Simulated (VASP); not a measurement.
# Ti (Im-3m) in VASP: further runs

The runs below take Ti through single point, with LDA.

Program: VASP 6.6.1. These are calculated values, not measurements. Logs are shortened: lines on timing, memory, paths and dates and some standing lists are left out, and cuts for length are marked.

## (1) The cell of the first run

It takes space group Im-3m (No. 229, cubic). The conventional cell has a = 3.178 Å, b = 3.178 Å, c = 3.178 Å, α = 90.00°, β = 90.00°, γ = 90.00°. Ti (site symmetry m-3m) has 14 Ti at 2.75 to 3.18 Å within 3.6 Å.

## (2) Single point, LDA

INCAR

```
  ALGO = Normal
  EDIFF = 1E-7
  ENCUT = 520
  GGA = CA
  ISIF = 2
  ISMEAR = 0
  LASPH = True
  LCHARG = False
  LREAL = False
  LWAVE = False
  NBANDS = 12
  NELM = 60
  PREC = Accurate
  SIGMA = 0.1
```

KPOINTS

```
k-points
0
Gamma
  8 8 8
```

POSCAR

```
Ti
1.0
   -1.5888310474      1.5888310474      1.5888310474
    1.5888310474     -1.5888310474      1.5888310474
    1.5888310474      1.5888310474     -1.5888310474
Ti
1
Direct
    0.0000000000      0.0000000000      0.0000000000
```

Potentials or basis: VASP PAW LDA potentials, release 64 (Ti_sv).

The run is started by

```console
$ cat potpaw_LDA.64/Ti_sv/POTCAR > POTCAR
$ mpirun -np 1 vasp_std > vasp.out
```

OUTCAR:

```text
EDIFF = 1E-7
   ENCUT = 520
   GGA = CA
   ISIF = 2
   ISMEAR = 0
   LASPH = True
   LREAL = False
   NELM = 60
   PREC = Accurate

 ion  position               nearest neighbor table
   1  0.000  0.000  0.000-

  LATTYP: Found a body centered cubic cell.
 ALAT       =     3.1776620948

  Lattice vectors:

 A1 = (  -1.5888310474,   1.5888310474,   1.5888310474)
 A2 = (   1.5888310474,  -1.5888310474,   1.5888310474)
 A3 = (   1.5888310474,   1.5888310474,  -1.5888310474)

Analysis of symmetry for initial positions (statically):
=====================================================================
 Subroutine PRICEL returns:
 Original cell was already a primitive cell.

 Routine SETGRP: Setting up the symmetry group for a
 body centered cubic supercell.

 Subroutine GETGRP returns: Found 48 space group operations
 (whereof 48 operations were pure point group operations)
 out of a pool of 48 trial point group operations.

The static configuration has the point symmetry O_h .

Analysis of symmetry for dynamics (positions and initial velocities):
=====================================================================
 Subroutine PRICEL returns:
 Original cell was already a primitive cell.

 Routine SETGRP: Setting up the symmetry group for a
 body centered cubic supercell.

 Subroutine GETGRP returns: Found 48 space group operations
 (whereof 48 operations were pure point group operations)
 out of a pool of 48 trial point group operations.

The dynamic configuration has the point symmetry O_h .

 Subroutine INISYM returns: Found 48 space group operations
 (whereof 48 operations are pure point group operations),
 and found     1 'primitive' translations

----------------------------------------------------------------------------------------

                                     Primitive cell

  volume of cell :      16.0433

  direct lattice vectors                    reciprocal lattice vectors
    -1.588831047  1.588831047  1.588831047     0.000000000  0.314696771  0.314696771
     1.588831047 -1.588831047  1.588831047     0.314696771  0.000000000  0.314696771
     1.588831047  1.588831047 -1.588831047     0.314696771  0.314696771  0.000000000

  length of vectors
     2.751936099  2.751936099  2.751936099     0.445048441  0.445048441  0.445048441

  position of ions in fractional coordinates (direct lattice)
     0.000000000  0.000000000  0.000000000

  ion indices of the primitive-cell ions
   primitive index   ion index
                 1           1

----------------------------------------------------------------------------------------

 KPOINTS: k-points

Automatic generation of k-mesh.
 Grid dimensions read from file:
 generate k-points for:    8    8    8

 Generating k-lattice:

  Cartesian coordinates                     Fractional coordinates (reciprocal lattice)
     0.000000000  0.039337096  0.039337096     0.125000000  0.000000000  0.000000000
     0.039337096  0.000000000  0.039337096     0.000000000  0.125000000  0.000000000
     0.039337096  0.039337096  0.000000000     0.000000000  0.000000000  0.125000000

  Length of vectors
     0.055631055  0.055631055  0.055631055

  Shift w.r.t. Gamma in fractional coordinates (k-lattice)
     0.000000000  0.000000000  0.000000000

 Subroutine IBZKPT returns following result:
 ===========================================

 Found     29 irreducible k-points:

 Following reciprocal coordinates:
            Coordinates               Weight
  0.000000  0.000000  0.000000      1.000000
  0.125000  0.000000  0.000000     12.000000
  0.250000  0.000000  0.000000     12.000000
  0.375000  0.000000  0.000000     12.000000
  0.500000  0.000000  0.000000      6.000000
  0.125000  0.125000  0.000000     24.000000
[... 16 lines left out ...]
 -0.250000  0.250000  0.250000      6.000000
 -0.375000  0.375000  0.250000     24.000000
 [... further k-points ...]
   k-points           NKPTS =     29   k-points in BZ     NKDIM =     29   number of bands    NBANDS=     12
   number of dos      NEDOS =    301   number of ions     NIONS =      1
   total plane-waves  NPLWV =   8000
   dimension x,y,z NGX =    20 NGY =   20 NGZ =   20
   dimension x,y,z NGXF=    40 NGYF=   40 NGZF=   40
   ions per type =               1
   NGX,Y,Z   is equivalent  to a cutoff of  12.08, 12.08, 12.08 a.u.
   NGXF,Y,Z  is equivalent  to a cutoff of  24.16, 24.16, 24.16 a.u.
 SYSTEM =  unknown system
   PREC   = accura    normal or accurate (medium, high low for compatibility)
   ISTART =      0    job   : 0-new  1-cont  2-samecut
   ICHARG =      2    charge: 1-file 2-atom 10-const
   ISPIN  =      1    spin polarized calculation?
   LNONCOLLINEAR =      F non collinear calculations
   LSORBIT =      F    spin-orbit coupling
   LASPH  =      T    aspherical Exc in radial PAW
   ENCUT  =  520.0 eV  38.22 Ry    6.18 a.u.   5.12  5.12  5.12*2*pi/ulx,y,z
   NELM   =     60;   NELMIN=  2; NELMDL= -5     # of ELM steps
   EDIFF  = 0.1E-06   stopping-criterion for ELM
   LREAL  =      F    real-space projection
   EDIFFG = 0.1E-05   stopping-criterion for IOM
   NSW    =      0    number of steps for IOM
   IBRION =     -1    ionic relax: 0-MD 1-quasi-New 2-CG
   NFREE  =      0    steps in history (QN), initial steepest desc. (CG)
   ISIF   =      2    stress and relaxation
   ISYM   =      2    0-nonsym 1-usesym 2-fastsym
   POTIM  = 0.5000    time-step for ionic-motion
   TEBEG  =    0.0;   TEEND  =   0.0 temperature during run
   PSTRESS=    0.0 pullay stress
   NELECT =      12.0000    total number of electrons
   NUPDOWN=      -1.0000    fix difference up-down
   EMIN   =  10.00;   EMAX   =-10.00  energy-range for DOS
   EFERMI =   0.00;   METHOD = LEGACY
   ISMEAR =     0;   SIGMA  =   0.10  broadening in eV -4-tet -1-fermi 0-gaus
   EFERMI_NEDOS =   21; number of points for ismear=-14 and -15
   IALGO  =     38    algorithm
   IMIX   =      4    mixing-type and parameters
     AMIX     =   0.40;   BMIX     =  1.00
     AMIX_MAG =   1.60;   BMIX_MAG =  1.00
  volume/ion in A,a.u.               =      16.04       108.27
  Fermi-wavevector in a.u.,A,eV,Ry     =   1.486064  2.808254 30.046921  2.208386
  Thomas-Fermi vector in A             =   2.599397
   LORBIT       =      0    0 simple, 1 ext, 2 COOP (PROOUT), +10 PAW based schemes
   GGA     = CA    functional components
   LHFCALC =     F    Hartree Fock is set to
   AEXX    =    0.0000 exact exchange contribution
   IVDW    =     0    specifies the selected vdW correction
   LEPSILON=     F    determine dielectric tensor
   LRPA    =     F    only Hartree local field effects (RPA)
 non-spin polarized calculation
 Gauss-broadening in eV      SIGMA  =   0.10
  energy-cutoff  :      520.00
  volume of cell :       16.04
 maximum number of plane-waves:       456
   NGX = 11   NGY = 11   NGZ = 11

 number of electron      12.0000001 magnetization

 Free energy of the ion-electron system (eV)
  ---------------------------------------------------
  ext. energy  EPLUGINS =         0.00000000
  ---------------------------------------------------
  free energy    TOTEN  =        -8.46705723 eV

  energy without entropy =       -8.45712193  energy(sigma->0) =       -8.46208958

 E-fermi :   8.6781     XC(G=0): -12.1655

 val. band max:        8.6686626478   @ k =   0.2500   0.2500   0.0000
 cond. band min:       8.7241441904   @ k =  -0.3750   0.3750   0.1250
 fundamental gap:      0.0554815425
 Fermi energy:         8.6780840653

 k-point     1 :       0.0000    0.0000    0.0000
  band No.  band energies     occupation
      1     -47.0067      2.00000
      2     -23.1218      2.00000
      3     -23.1218      2.00000
      4     -23.1218      2.00000
      5       2.6665      2.00000
      6       9.7020      0.00000
      7       9.7020      0.00000
      8       9.7020      0.00000
      9      11.6581      0.00000
     10      11.6581      0.00000
     11      26.7562      0.00000
     12      26.7562      0.00000

 k-point     2 :       0.1250    0.0000    0.0000
  band No.  band energies     occupation
      1     -46.9792      2.00000
      2     -23.2586      2.00000
      3     -23.1632      2.00000
      4     -23.1229      2.00000
      5       3.2305      2.00000
      6       9.4439      0.00000
      7       9.5997      0.00000
      8      10.1299      0.00000
      9      11.4048      0.00000
     10      11.6772      0.00000
     11      26.0550      0.00000
     12      26.6292      0.00000

 k-point     3 :       0.2500    0.0000    0.0000
  band No.  band energies     occupation
      1     -46.9121      2.00000
      2     -23.5802      2.00000
      3     -23.2618      2.00000
      4     -23.1256      2.00000
      5       4.6511      2.00000
      6       8.8744      0.00549
      7       9.1548      0.00000
      8      11.2811      0.00000
      9      11.3375      0.00000
     10      11.7721      0.00000
     11      23.4738      0.00000
     12      25.2106      0.00000
[... 286 lines left out ...]
 k-point    23 :      -0.2500    0.2500    0.2500
  band No.  band energies     occupation
      1     -46.8320      2.00000
      2     -23.5991      2.00000
      3     -23.4157      2.00000
      4     -23.4157      2.00000
      5       6.1238      2.00000
      6       8.6381      1.42813
      7      10.0625      0.00000
      8      10.0625      0.00000
      9      11.2244      0.00000
     10      12.6497      0.00000
     11      24.6915      0.00000
     12      24.7900      0.00000

 k-point    24 :      -0.3750    0.3750    0.2500
  band No.  band energies     occupation
      1     -46.7746      2.00000
      2     -23.7806      2.00000
      3     -23.5222      2.00000
      4     -23.4436      2.00000
      5       6.9030      2.00000
      6       7.7321      2.00000
      7      10.0764      0.00000
      8      10.6288      0.00000
      9      12.4081      0.00000
     10      13.6667      0.00000
     11      20.8371      0.00000
     12      22.7250      0.00000

 [... further k-points ...]

------------------------ aborting loop because EDIFF is reached ----------------------------------------

  FORCE on cell =-STRESS in cart. coord.  units (eV):
  Direction    XX          YY          ZZ          XY          YZ          ZX
  --------------------------------------------------------------------------------------
  -------------------------------------------------------------------------------------
  Total       -0.1264942     -0.1264942     -0.1264942     -0.0000000      0.0000000      0.0000000
  in kB      -12.6324650    -12.6324650    -12.6324650     -0.0000000      0.0000000      0.0000000
  external PRESSURE =     -12.6324650 kB  Pullay stress =       0.0000000 kB

 VOLUME and BASIS-vectors are now :
 -----------------------------------------------------------------------------
  energy-cutoff  :      520.00
  volume of cell :       16.04
      direct lattice vectors                 reciprocal lattice vectors
    -1.588831047  1.588831047  1.588831047     0.000000000  0.314696771  0.314696771
     1.588831047 -1.588831047  1.588831047     0.314696771  0.000000000  0.314696771
     1.588831047  1.588831047 -1.588831047     0.314696771  0.314696771  0.000000000

 POSITION                                       TOTAL-FORCE (eV/Angst)
 -----------------------------------------------------------------------------------
      0.00000      0.00000      0.00000        -0.000000      0.000000      0.000000
 -----------------------------------------------------------------------------------
    total drift:                                0.000000     -0.000000     -0.000000

  FREE ENERGIE OF THE ION-ELECTRON SYSTEM (eV)
  ---------------------------------------------------
  free  energy   TOTEN  =        -8.4670572299 eV

  energy  without entropy=       -8.4571219298  energy(sigma->0) =       -8.46208958
```

Wall time 3.9 s (1 thread of Intel Xeon 6975P-C, shared host); peak memory 0.12 GiB.

What came out:

```yaml
Free_energy: -8.4671 eV
Pressure: -1.3 GPa
Band_gap_on_the_k_mesh: zero (band 6 reaches 9.70 eV, above the bottom of band 7 at 8.07 eV)
```

## (3) Single point, LDA

This run uses another cell than the first one, of 15.49 Å³/atom, 0.965 times its volume.

INCAR

```
SYSTEM = Ti
PREC = Accurate
ENCUT = 520
EDIFF = 1E-6
ISMEAR = 0
SIGMA = 0.1
LREAL = .FALSE.
LASPH = .TRUE.
NELM = 100
ALGO = Normal
ISIF = 2
LWAVE = .FALSE.
LCHARG = .TRUE.
LELF = .TRUE.
LVHAR = .TRUE.
NBANDS = 12
```

KPOINTS

```
Automatic mesh
0
G
  8 8 8
  0 0 0
```

POSCAR

```
Ti
1.0
   -1.5702098255      1.5702098255      1.5702098255
    1.5702098255     -1.5702098255      1.5702098255
    1.5702098255      1.5702098255     -1.5702098255
Ti
1
Direct
    0.0000000000      0.0000000000      0.0000000000
```

Potentials or basis: VASP PAW LDA potentials, release 64 (Ti_sv).

The run is started by

```console
$ cat potpaw_LDA.64/Ti_sv/POTCAR > POTCAR
$ mpirun -np 1 vasp_std > vasp.out
```

Run time: 3.8 s. Hardware: 1 thread of Intel Xeon 6975P-C, shared host; peak memory 0.12 GiB.

It converged, with:

```yaml
Free_energy: -8.4638 eV
Pressure: 3.2 GPa
Band_gap_on_the_k_mesh: zero (band 6 reaches 10.12 eV, above the bottom of band 7 at 8.45 eV)
```

Levels at points of the mesh, in eV from the Fermi level:
```
           k point  band 3  band 4  band 5  band 6  band 7  band 8  band 9  band 10
(0.00, 0.00, 0.00)  -31.69  -31.69   -6.08    1.05    1.05    1.05    3.09     3.09
(0.50, 0.00, 0.00)  -32.00  -31.70   -2.74   -0.56    1.66    3.10    3.50     4.92
(0.50, 0.50, 0.50)  -32.36  -32.36   -2.51   -2.51    4.50    4.50    4.50     9.40
```
